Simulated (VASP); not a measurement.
Runs of VASP 6.6.1 on CsH. The structure is that of space group Immm (No. 71), or close to it. The cells are those of the table. 

| cell | gap on the mesh (eV) | pressure (GPa) |
| --- | --- | --- |
| a = 4.510, b = 4.510, c = 4.339 Å, angles 61.2, 61.2, 62.5°, 2 atoms | 1.89 | -1.3 |
| a = 4.512, b = 4.512, c = 4.762 Å, angles 58.1, 58.1, 56.3°, 2 atoms | 1.87 | -1.3 |
| a = 4.515, b = 4.515, c = 4.170 Å, angles 62.5, 62.5, 64.9°, 2 atoms | (a) | -1.3 |
| a = 4.509, b = 4.509, c = 4.635 Å, angles 59.1, 59.1, 58.1°, 2 atoms | 1.90 | -1.2 |
| a = 4.511, b = 4.511, c = 4.720 Å, angles 58.5, 58.5, 56.9°, 2 atoms | (b) | -1.3 |
| a = 4.513, b = 4.513, c = 4.804 Å, angles 57.8, 57.8, 55.6°, 2 atoms | 1.85 | -1.3 |

Alike in all rows: task single point; level LDA; potentials or basis VASP PAW LDA potentials, release 64 (Cs_sv, H); no spin polarisation; k mesh 8 × 8 × 8; cutoff (eV) 520; smearing gaussian 0.05 eV.

Fill in the values left out.

(a) 1.84; (b) 1.88.

Caveats: spin-orbit coupling is left out, which moves the levels of the heavy elements.

A k mesh can miss the band edges, and the runs leave out spin-orbit coupling on Cs.
